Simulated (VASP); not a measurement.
KTaO3: single point with RPBE

Crystal: KTaO3.

```
CELL_PARAMETERS angstrom
4.05503 0.00000 0.00000
0.00000 4.05503 0.00000
0.00000 0.00000 4.05503
ATOMIC_POSITIONS crystal
Ta 0.00000 0.00000 0.00000
K 0.50000 0.50000 0.50000
O 0.00000 0.00000 0.50000
O 0.00000 0.50000 0.00000
O 0.50000 0.00000 0.00000
```

```
Program             : VASP 6.6.1
Task                : single point
Functional          : RPBE
Potentials or basis : VASP PAW PBE potentials, release 64 (Ta_pv, K_sv, O)
Cutoff              : 520 eV
k mesh              : 7 × 7 × 7
Occupations         : fermi-dirac, width 0.05 eV
Spin                : no spin polarisation
```

| Property | Result |
| --- | --- |
| Pressure | 0.5 GPa |
| Band gap on the k mesh | 2.17 eV (least direct gap 2.75 eV) |

Levels at points of the mesh, in eV from the valence-band top:
| k point | band 17 | band 18 | band 19 | band 20 | band 21 | band 22 |
| --- | --- | --- | --- | --- | --- | --- |
| (0.00, 0.00, 0.00) | -0.58 | -0.58 | -0.58 | 2.17 | 2.17 | 2.17 |

It took 65 s on 1 thread of Intel Xeon 8259CL (shared host), peak memory 0.19 GiB.

Caveat: the PAW data sets were made with another functional, which shifts forces and pressure a little; spin-orbit coupling is left out, which moves the levels of the heavy elements; an odd mesh through Γ misses points on the zone boundary, where band edges can lie.
